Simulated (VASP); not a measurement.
# GaN (P6_3mc) in VASP: settings compared, part 2 of 2

VASP 6.6.1. Earlier steps stand in the parts before.

**4. Single point, PBE**

INCAR reads:

```
ALGO = Normal
EDIFF = 1E-7
ENCUT = 520
GGA = PE
ISIF = 2
ISMEAR = 0
LASPH = True
LCHARG = True
LELF = True
LREAL = False
LVHAR = True
LWAVE = False
NBANDS = 26
NELM = 100
PREC = Accurate
SIGMA = 0.02
```

KPOINTS reads:

```
k-points
0
Gamma
  12 12 6
```

POSCAR reads:

```
GaN
1.0
    3.2183708151      0.0000000000      0.0000000000
   -1.6091854076      2.7871908846      0.0000000000
    0.0000000000      0.0000000000      5.2431684177
Ga N
2 2
Direct
    0.6666666667      0.3333333333      0.4991348631
    0.3333333333      0.6666666667      0.9991348631
    0.6666666667      0.3333333333      0.8758651369
    0.3333333333      0.6666666667      0.3758651369
```

Potentials or basis: VASP PAW PBE potentials, release 64 (Ga_d, N).

Run with:

```sh
$ cat potpaw_PBE.64/Ga_d/POTCAR potpaw_PBE.64/N/POTCAR > POTCAR
$ mpirun -np 1 vasp_std > vasp.out
```

OUTCAR:

```text
EDIFF = 1E-7
   ENCUT = 520
   GGA = PE
   ISIF = 2
   ISMEAR = 0
   LASPH = True
   LREAL = False
   NELM = 100
   PREC = Accurate

 ion  position               nearest neighbor table
   1  0.667  0.333  0.499-   4 1.97   4 1.97   4 1.97   3 1.98
   2  0.333  0.667  0.999-   3 1.97   3 1.97   3 1.97   4 1.98
   3  0.667  0.333  0.876-   2 1.97   2 1.97   2 1.97   1 1.98
   4  0.333  0.667  0.376-   1 1.97   1 1.97   1 1.97   2 1.98

  LATTYP: Found a hexagonal cell.
 ALAT       =     3.2183708151
 C/A-ratio  =     1.6291374484

  Lattice vectors:

 A1 = (   3.2183708151,   0.0000000000,   0.0000000000)
 A2 = (  -1.6091854076,   2.7871908846,   0.0000000000)
 A3 = (   0.0000000000,   0.0000000000,   5.2431684177)

Analysis of symmetry for initial positions (statically):
=====================================================================
 Subroutine PRICEL returns:
 Original cell was already a primitive cell.

[... 167 lines left out ...]

 Free energy of the ion-electron system (eV)
  ---------------------------------------------------
  ext. energy  EPLUGINS =         0.00000000
  ---------------------------------------------------
  free energy    TOTEN  =       -24.32786862 eV

  energy without entropy =      -24.32786862  energy(sigma->0) =      -24.32786862

 E-fermi :   5.1652     XC(G=0): -11.5151

 val. band max:        5.0088424788   @ k =   0.0000   0.0000   0.0000
 cond. band min:       6.7246218395   @ k =   0.0000   0.0000   0.0000
 fundamental gap:      1.7157793607
 Fermi energy:         5.1652253092

 k-point     1 :       0.0000    0.0000    0.0000
  band No.  band energies     occupation
      1     -10.7265      2.00000
      2      -9.9033      2.00000
      3      -8.4117      2.00000
      4      -8.3973      2.00000
      5      -8.3973      2.00000
      6      -8.3416      2.00000
[... 685 lines left out ...]
     25      16.1692      0.00000
     26      17.8813      0.00000

 [... further k-points ...]
[... 5 lines left out ...]
  --------------------------------------------------------------------------------------
  -------------------------------------------------------------------------------------
  Total        0.0303593      0.0303593      0.0399741     -0.0000000      0.0000000      0.0000000
  in kB        1.0342017      1.0342017      1.3617339     -0.0000000      0.0000000      0.0000000
  external PRESSURE =       1.1433791 kB  Pullay stress =       0.0000000 kB

 VOLUME and BASIS-vectors are now :
 -----------------------------------------------------------------------------
  energy-cutoff  :      520.00
  volume of cell :       47.03
      direct lattice vectors                 reciprocal lattice vectors
     3.218370815  0.000000000  0.000000000     0.310716216  0.179392091  0.000000000
    -1.609185408  2.787190885  0.000000000     0.000000000  0.358784181  0.000000000
     0.000000000  0.000000000  5.243168418     0.000000000  0.000000000  0.190724371

 POSITION                                       TOTAL-FORCE (eV/Angst)
 -----------------------------------------------------------------------------------
      1.60919      0.92906      2.61705         0.000000     -0.000000     -0.000118
     -0.00000      1.85813      5.23863        -0.000000      0.000000     -0.000118
      1.60919      0.92906      4.59231         0.000000     -0.000000      0.000118
     -0.00000      1.85813      1.97072        -0.000000      0.000000      0.000118
 -----------------------------------------------------------------------------------
    total drift:                               -0.000001     -0.000001     -0.001233

  FREE ENERGIE OF THE ION-ELECTRON SYSTEM (eV)
  ---------------------------------------------------
  free  energy   TOTEN  =       -24.3278686218 eV

  energy  without entropy=      -24.3278686218  energy(sigma->0) =      -24.32786862
```

OSZICAR:

```text
N       E                     dE             d eps       ncg     rms          rms(c)
DAV:   1     0.284205419101E+03    0.28421E+03   -0.17699E+04  4242   0.257E+03
DAV:   2     0.902661343541E+01   -0.27518E+03   -0.25966E+03  4360   0.496E+02
DAV:   3    -0.269783779733E+02   -0.36005E+02   -0.35373E+02  4716   0.143E+02
DAV:   4    -0.282258479418E+02   -0.12475E+01   -0.12420E+01  4598   0.286E+01
DAV:   5    -0.282538724574E+02   -0.28025E-01   -0.27988E-01  4964   0.412E+00    0.108E+01
DAV:   6    -0.242547464733E+02    0.39991E+01   -0.10093E+01  6500   0.479E+01    0.308E+00
DAV:   7    -0.243461251384E+02   -0.91379E-01   -0.13507E+00  4222   0.900E+00    0.268E+00
DAV:   8    -0.243412793414E+02    0.48458E-02   -0.15376E-01  6488   0.477E+00    0.830E-01
DAV:   9    -0.243273849040E+02    0.13894E-01   -0.43211E-02  6300   0.344E+00    0.377E-01
DAV:  10    -0.243278672320E+02   -0.48233E-03   -0.54760E-03  4158   0.439E-01    0.861E-02
DAV:  11    -0.243278712705E+02   -0.40385E-05   -0.19121E-04  7098   0.239E-01    0.479E-02
DAV:  12    -0.243278671483E+02    0.41222E-05   -0.41208E-05  4712   0.541E-02    0.123E-02
DAV:  13    -0.243278684042E+02   -0.12558E-05   -0.13309E-05  6228   0.464E-02    0.192E-02
DAV:  14    -0.243278685986E+02   -0.19444E-06   -0.24413E-06  4150   0.119E-02    0.510E-03
DAV:  15    -0.243278686218E+02   -0.23234E-07   -0.28758E-07  4446   0.345E-03
   1 F= -.24327869E+02 E0= -.24327869E+02  d E =-.732167E-31
```

It took 50 s on 1 thread of Intel Xeon Platinum 8488C (Sapphire Rapids), shared host; peak memory 0.21 GiB.

Results:

```
Free energy            : -24.3279 eV
Pressure               : 0.1 GPa
Band gap on the k mesh : 1.72 eV, direct
```

Levels at points of the mesh, in eV from the valence-band top:
| k point | band 14 | band 15 | band 16 | band 17 | band 18 | band 19 | band 20 | band 21 | band 22 | band 23 |
| --- | --- | --- | --- | --- | --- | --- | --- | --- | --- | --- |
| (0.00, 0.00, 0.00) | -1.00 | -1.00 | -0.04 | 0.00 | 0.00 | 1.72 | 4.07 | 9.02 | 9.73 | 9.73 |
| (0.50, 0.00, 0.00) | -5.19 | -4.07 | -2.64 | -2.11 | -0.96 | 4.98 | 5.37 | 5.98 | 8.35 | 10.17 |
| (0.00, 0.00, 0.50) | -3.79 | -0.51 | -0.51 | -0.51 | -0.51 | 4.06 | 4.06 | 8.31 | 8.31 | 10.24 |
| (0.50, 0.00, 0.50) | -6.44 | -1.87 | -1.87 | -1.83 | -1.83 | 4.31 | 4.31 | 7.58 | 7.58 | 9.80 |

**5. Single point, PBE**

This run uses another cell than the first one: it holds 48 atoms, not 4.

INCAR reads:

```
PREC = Accurate
ENCUT = 520
EDIFF = 1E-6
ISMEAR = 0
SIGMA = 0.01
LREAL = Auto
LASPH = T
NELM = 100
ALGO = Normal
ISIF = 2
LWAVE = F
LCHARG = F
GGA = PE
NBANDS = 246
```

KPOINTS reads:

```
Automatic mesh
0
Gamma
  1 1 1
```

POSCAR reads:

```
GaN
1.0
   -3.2183708160      5.5743817707     -5.2431684095
    6.4367416318      0.0000000001     -5.2431684095
   -3.2183708159     -5.5743817708     -5.2431684095
Ga N
24 24
Direct
    0.0002883790      0.1669550456      0.3336217123
    0.6669550456      0.3336217123      0.5002883790
    0.3336217123      0.0002883790      0.1669550456
    0.1669550456      0.8336217123      0.5002883790
    0.8336217123      0.5002883790      0.1669550456
    0.5002883790      0.6669550456      0.3336217123
    0.1669550456      0.3336217123      0.0002883790
    0.8336217123      0.0002883790      0.6669550456
    0.5002883790      0.1669550456      0.8336217123
    0.0002883790      0.6669550456      0.8336217123
    0.6669550456      0.8336217123      0.0002883790
    0.3336217123      0.5002883790      0.6669550456
    0.0002883790      0.8336217123      0.1669550456
    0.6669550456      0.0002883790      0.3336217123
    0.3336217123      0.6669550456      0.0002883790
    0.1669550456      0.5002883790      0.3336217123
    0.8336217123      0.1669550456      0.0002883790
    0.5002883790      0.3336217123      0.1669550456
    0.1669550456      0.0002883790      0.8336217123
    0.8336217123      0.6669550456      0.5002883790
    0.5002883790      0.8336217123      0.6669550456
    0.0002883790      0.3336217123      0.6669550456
    0.6669550456      0.5002883790      0.8336217123
    0.3336217123      0.1669550456      0.5002883790
    0.8747116210      0.0413782877      0.2080449544
    0.5413782877      0.2080449544      0.3747116210
    0.2080449544      0.8747116210      0.0413782877
    0.0413782877      0.7080449544      0.3747116210
    0.7080449544      0.3747116210      0.0413782877
    0.3747116210      0.5413782877      0.2080449544
    0.0413782877      0.2080449544      0.8747116210
    0.7080449544      0.8747116210      0.5413782877
    0.3747116210      0.0413782877      0.7080449544
    0.8747116210      0.5413782877      0.7080449544
    0.5413782877      0.7080449544      0.8747116210
    0.2080449544      0.3747116210      0.5413782877
    0.2080449544      0.0413782877      0.3747116210
    0.8747116210      0.2080449544      0.5413782877
    0.5413782877      0.8747116210      0.2080449544
    0.3747116210      0.7080449544      0.5413782877
    0.0413782877      0.3747116210      0.2080449544
    0.7080449544      0.5413782877      0.3747116210
    0.3747116210      0.2080449544      0.0413782877
    0.0413782877      0.8747116210      0.7080449544
    0.7080449544      0.0413782877      0.8747116210
    0.2080449544      0.5413782877      0.8747116210
    0.8747116210      0.7080449544      0.0413782877
    0.5413782877      0.3747116210      0.7080449544
```

Run with:

```sh
$ cat potpaw_PBE.64/Ga_d/POTCAR potpaw_PBE.64/N/POTCAR > POTCAR
$ mpirun -np 1 vasp_gam > vasp.out
```

It took 7 min on 1 thread of AMD EPYC 7R43 (Zen 3), shared host; peak memory 0.5 GiB.

Results (log left out):

```yaml
Free_energy: -291.5080 eV
Pressure: -1.1 GPa
Largest_force: 0.032 eV/Å
Band_gap_on_the_k_mesh: 1.71 eV
```

Forces on the atoms (eV/Å):
```
Ga   0.000  0.000  0.032
Ga   0.000  0.000  0.032
Ga   0.000  0.000  0.032
Ga   0.000  0.000  0.032
Ga   0.000  0.000  0.032
Ga   0.000  0.000  0.032
Ga   0.000  0.000  0.032
Ga   0.000  0.000  0.032
Ga   0.000  0.000  0.032
Ga   0.000  0.000  0.032
Ga   0.000  0.000  0.032
Ga   0.000  0.000  0.032
Ga   0.000  0.000  0.032
Ga   0.000  0.000  0.032
Ga   0.000  0.000  0.032
Ga   0.000  0.000  0.032
Ga   0.000  0.000  0.032
Ga   0.000  0.000  0.032
Ga   0.000  0.000  0.032
Ga   0.000  0.000  0.032
Ga   0.000  0.000  0.032
Ga   0.000  0.000  0.032
Ga   0.000  0.000  0.032
Ga   0.000  0.000  0.032
N    0.000  0.000 -0.032
N    0.000  0.000 -0.032
N    0.000  0.000 -0.032
N    0.000  0.000 -0.032
N    0.000  0.000 -0.032
N    0.000  0.000 -0.032
N    0.000  0.000 -0.032
N    0.000  0.000 -0.032
N    0.000  0.000 -0.032
N    0.000  0.000 -0.032
N    0.000  0.000 -0.032
N    0.000  0.000 -0.032
N    0.000  0.000 -0.032
N    0.000  0.000 -0.032
N    0.000  0.000 -0.032
N    0.000  0.000 -0.032
N    0.000  0.000 -0.032
N    0.000  0.000 -0.032
N    0.000  0.000 -0.032
N    0.000  0.000 -0.032
N    0.000  0.000 -0.032
N    0.000  0.000 -0.032
N    0.000  0.000 -0.032
N    0.000  0.000 -0.032
```

Stress tensor (GPa, compression positive):
```
-1.73  0.00  0.00
 0.00 -1.73  0.00
 0.00  0.00  0.22
```

Levels at points of the mesh, in eV from the valence-band top:
| k point | band 212 | band 213 | band 214 | band 215 | band 216 | band 217 | band 218 | band 219 | band 220 | band 221 |
| --- | --- | --- | --- | --- | --- | --- | --- | --- | --- | --- |
| (0.00, 0.00, 0.00) | -0.96 | -0.96 | -0.04 | 0.00 | 0.00 | 1.71 | 4.06 | 4.92 | 4.92 | 4.92 |

Caveat: the k points lie up to 0.76 Å⁻¹ apart.

**6. Single point, PBE+D3(BJ)**

INCAR reads:

```
PREC = Accurate ; ENCUT = 520
EDIFF = 1E-6 ; ISMEAR = 0
SIGMA = 0.02 ; LREAL = F
LASPH = T ; NELM = 100
ALGO = Normal ; ISIF = 2
LWAVE = F ; LCHARG = F
GGA = PE ; IVDW = 12
ISYM = 0 ; NBANDS = 26
```

KPOINTS reads:

```
regular mesh
0
Gamma
  12 12 6
```

POSCAR reads:

```
GaN
1.0
    3.2183708159      0.0000000000      0.0000000000
   -1.6091854080      2.7871908854      0.0000000000
    0.0000000000      0.0000000000      5.2431684095
Ga N
2 2
Direct
    0.6666666667      0.3333333333      0.4991348631
    0.3333333333      0.6666666667      0.9991348631
    0.6666666667      0.3333333333      0.8758651369
    0.3333333333      0.6666666667      0.3758651369
```

Potentials or basis: VASP PAW PBE potentials, release 64 (Ga_d, N).

Run with:

```sh
$ cat potpaw_PBE.64/Ga_d/POTCAR potpaw_PBE.64/N/POTCAR > POTCAR
$ mpirun -np 1 vasp_std > vasp.out
```

Wall time 4.6 min (1 thread of AMD EPYC 9R14 (Zen 4), shared host); peak memory 0.49 GiB.

The run converged. Its results:

```
Free energy                : -25.3142 eV
Pressure                   : -3.4 GPa
Band gap on the k mesh     : 1.72 eV, direct
Dispersion energy per atom : -0.247 eV
```

Stress tensor (GPa, compression positive):
```
-3.39  0.00  0.00
 0.00 -3.39  0.00
 0.00  0.00 -3.31
```

Levels at points of the mesh, in eV from the valence-band top:
| k point | band 15 | band 16 | band 17 | band 18 | band 19 | band 20 | band 21 | band 22 |
| --- | --- | --- | --- | --- | --- | --- | --- | --- |
| (0.00, 0.00, 0.00) | -1.00 | -0.04 | 0.00 | 0.00 | 1.72 | 4.07 | 9.02 | 9.73 |
| (0.50, 0.00, 0.00) | -4.07 | -2.64 | -2.11 | -0.96 | 4.98 | 5.37 | 5.98 | 8.35 |
| (0.00, 0.50, 0.00) | -4.07 | -2.64 | -2.11 | -0.96 | 4.98 | 5.37 | 5.98 | 8.35 |
| (0.50, 0.50, 0.00) | -4.07 | -2.64 | -2.11 | -0.96 | 4.98 | 5.37 | 5.98 | 8.35 |
| (0.00, 0.00, 0.50) | -0.51 | -0.51 | -0.51 | -0.51 | 4.06 | 4.06 | 8.31 | 8.31 |
| (0.50, 0.00, 0.50) | -1.87 | -1.87 | -1.83 | -1.83 | 4.31 | 4.31 | 7.58 | 7.58 |
| (0.00, 0.50, 0.50) | -1.87 | -1.87 | -1.83 | -1.83 | 4.31 | 4.31 | 7.58 | 7.58 |
| (0.50, 0.50, 0.50) | -1.87 | -1.87 | -1.83 | -1.83 | 4.31 | 4.31 | 7.58 | 7.58 |

**7. The runs side by side**

| level | cell | k mesh | smearing | gap on the mesh (eV) | pressure (GPa) |
| --- | --- | --- | --- | --- | --- |
| PBE | a = 3.218, b = 3.218, c = 5.243 Å, angles 90.0, 90.0, 120.0°, 4 atoms | 12 × 12 × 6 | gaussian 0.02 eV | 1.72 | 0.1 |
| PBE | a = 8.302 Å, angles 84.4°, 48 atoms | 1 × 1 × 1 | gaussian 0.01 eV | 1.71 | -1.1 |
| PBE+D3(BJ) | a = 3.218, b = 3.218, c = 5.243 Å, angles 90.0, 90.0, 120.0°, 4 atoms | 12 × 12 × 6 | gaussian 0.02 eV | 1.72 | -3.4 |

Alike in all rows: task single point; potentials or basis VASP PAW PBE potentials, release 64 (Ga_d, N); no spin polarisation; cutoff (eV) 520.

Caveats: some runs use coarse meshes.

Total energies depend on the potentials used, so only differences within one code and one set of settings carry meaning.
